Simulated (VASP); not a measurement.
Wanted: the native input for a VASP 6.6.1 run.

* Task: single point
* Functional: PBEsol
* Potentials or basis: VASP PAW PBE potentials, release 64 (W_sv, Se)
* Cutoff: 520 eV
* k mesh: 10 × 10 × 10
* Occupations: gaussian, width 0.05 eV
* Spin: collinear spin, ferromagnetic start
* Starting moments: [2.0, 0.0, 0.0] μB
* Dipole correction: no
* Further INCAR settings: ALGO = Normal; EDIFF = 1e-06; NBANDS = 24

The structure of WSe2 lies in POSCAR:

```
WSe2
1.0
    1.6181173058      0.9342204621      6.4956541331
   -1.6181173058      0.9342204621      6.4956541331
    0.0000000000     -1.8684409242      6.4956541331
W Se
1 2
Direct
    0.0000000000      0.0000000000      0.0000000000
    0.2449310953      0.2449310953      0.2449310953
    0.7550689047      0.7550689047      0.7550689047
```

These files were run (other wordings do the same):

INCAR

```
PREC = Accurate
ENCUT = 520
EDIFF = 1E-6
ISMEAR = 0
SIGMA = 0.05
LREAL = False
LASPH = True
NELM = 150
ALGO = Normal
ISIF = 2
LWAVE = False
LCHARG = False
ISPIN = 2
MAGMOM = 2 0 0
LORBIT = 11
LMAXMIX = 4
GGA = PS
NBANDS = 24
```

KPOINTS

```
regular mesh
0
Gamma
  10 10 10
```

Potentials or basis: VASP PAW PBE potentials, release 64 (W_sv, Se).

Launch:

```bash
$ cat potpaw_PBE.64/W_sv/POTCAR potpaw_PBE.64/Se/POTCAR > POTCAR
$ mpirun -np 1 vasp_std > vasp.out
```

It gave:

| Property | Result |
| --- | --- |
| Pressure | 0.4 GPa |
| Largest force | 0.051 eV/Å |
| Band gap on the k mesh | zero (filled and empty bands overlap) |
| Net moment | 0.00 μB per cell |
| Valence electrons inside the program's atomic spheres | W 11.99; Se 3.87 |

Caveat: the PAW data sets were made with another functional, which shifts forces and pressure a little; spin-orbit coupling is left out, which moves the levels of the heavy elements.

It took 10 min on 1 thread of Intel(R) Xeon(R) 6975P-C (Granite Rapids) (shared host), peak memory 0.58 GiB.
